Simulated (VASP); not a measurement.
Write the native input for VASP 6.6.1 that does the following.

| Item | Value |
| --- | --- |
| Task | electric field gradients |
| Functional | r2SCAN |
| Potentials or basis | VASP PAW PBE potentials, release 64 (Re) |
| Cutoff | 520 eV |
| k mesh | 14 × 14 × 8 |
| Occupations | fermi-dirac, width 0.08 eV |
| Spin | no spin polarisation |
| Dipole correction | no |
| Further INCAR settings | ALGO = Normal; EDIFF = 1e-08; NBANDS = 14 |

Crystal: Re.

```
CELL_PARAMETERS angstrom
2.78819 0.00000 0.00000
-1.39410 2.41464 0.00000
0.00000 0.00000 4.51055
ATOMIC_POSITIONS crystal
Re 0.33333 0.66667 0.25000
Re 0.66667 0.33333 0.75000
```

This cell differs from its parent crystal: volume scaled by 1.025.

These files were run (other wordings do the same):

POSCAR

```
Re
1.0
    2.7881914346      0.0000000000      0.0000000000
   -1.3940957173      2.4146446130      0.0000000000
    0.0000000000      0.0000000000      4.5105500144
Re
2
Direct
    0.3333333333      0.6666666667      0.2500000000
    0.6666666667      0.3333333333      0.7500000000
```

INCAR.step1

```
PREC     = Accurate       # precision mode
ENCUT    = 520            # plane-wave cutoff, eV
ISMEAR   = -1             # smearing method
SIGMA    = 0.08           # smearing width, eV
LREAL    = False          # projectors in reciprocal space
LASPH    = True           # aspherical terms in the spheres
NELM     = 80             # most SCF steps
NBANDS   = 14             # bands
GGA      = PE             # functional
ALGO     = Normal         # electronic algorithm
EDIFF    = 1E-4           # SCF threshold, eV
LWAVE    = True           # write WAVECAR
LCHARG   = False          # write CHGCAR
```

INCAR.step2

```
PREC     = Accurate       # precision mode
ENCUT    = 520            # plane-wave cutoff, eV
EDIFF    = 1E-8           # SCF threshold, eV
ISMEAR   = -1             # smearing method
SIGMA    = 0.08           # smearing width, eV
LREAL    = False          # projectors in reciprocal space
LASPH    = True           # aspherical terms in the spheres
NELM     = 80             # most SCF steps
ALGO     = Normal         # electronic algorithm
ISIF     = 2              # what is computed and relaxed
LWAVE    = False          # write WAVECAR
LCHARG   = False          # write CHGCAR
METAGGA  = R2SCAN         # meta-GGA
LMIXTAU  = True         
LEFG     = True         
NBANDS   = 14             # bands
ISTART   = 1
```

KPOINTS

```
Automatic mesh
0
Gamma
  14 14 8
```

Potentials or basis: VASP PAW PBE potentials, release 64 (Re).

Launch:

```sh
$ cat potpaw_PBE.64/Re/POTCAR > POTCAR
$ cp INCAR.step1 INCAR
$ mpirun -np 1 vasp_std > vasp.out
$ cp INCAR.step2 INCAR
$ mpirun -np 1 vasp_std > vasp.out
```

Results of the run:

```
Pressure               : -11.8 GPa
Band gap on the k mesh : zero (band 7 reaches 8.86 eV, above the bottom of band 8 at 5.64 eV)
```

Caveat: without QUAD_EFG the Cq values of the log hold for a quadrupole moment of 1 mb, not for the nuclei; the PAW data sets were made with another functional, which shifts forces and pressure a little; spin-orbit coupling is left out, which moves the levels of the heavy elements.

It took 2.2 min on 1 thread of Intel(R) Xeon(R) 6975P-C (Granite Rapids), with other jobs on the host, peak memory 0.19 GiB.
